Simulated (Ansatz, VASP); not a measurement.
# One calculation of GaAs, two programs

```
Ga As
1.0
     2.81500    2.81500    0.00000
    -2.81500    2.81500    0.00000
     0.00000    2.81500    2.84143
Ga As
1 1
Direct
  0.00000 0.00000 0.00000
  0.75000 0.25000 0.50000
```

Change from the starting cell: film at in-plane strain -0.005.

Alike in both runs: task single point; functional PBEsol; k mesh 8 × 8 × 8; occupations fermi-dirac, width 0.01 eV; non-collinear spin, spin-orbit coupling.

```csv
,VASP,Ansatz
version,VASP 6.6.1,Ansatz 0.2.0
potentials or method,"VASP PAW PBE potentials, release 64 (Ga_d, As), cutoff 520 eV",all-electron LAPW
```

VASP gave:

- pressure (GPa): 0.6
- traceless stress, the component that is largest in VASP (GPa): -0.39
- net moment per atom (μB): 0.00

**Question.** What did Ansatz give for the same quantities?

**Answer.** Pressure (GPa): 0.4; traceless stress, the component that is largest in VASP (GPa): -0.39; net moment per atom (μB): 0.00.

VASP's potentials were made for PBE, not for PBEsol. Ansatz ran all-electron here, and VASP with PAW potentials.
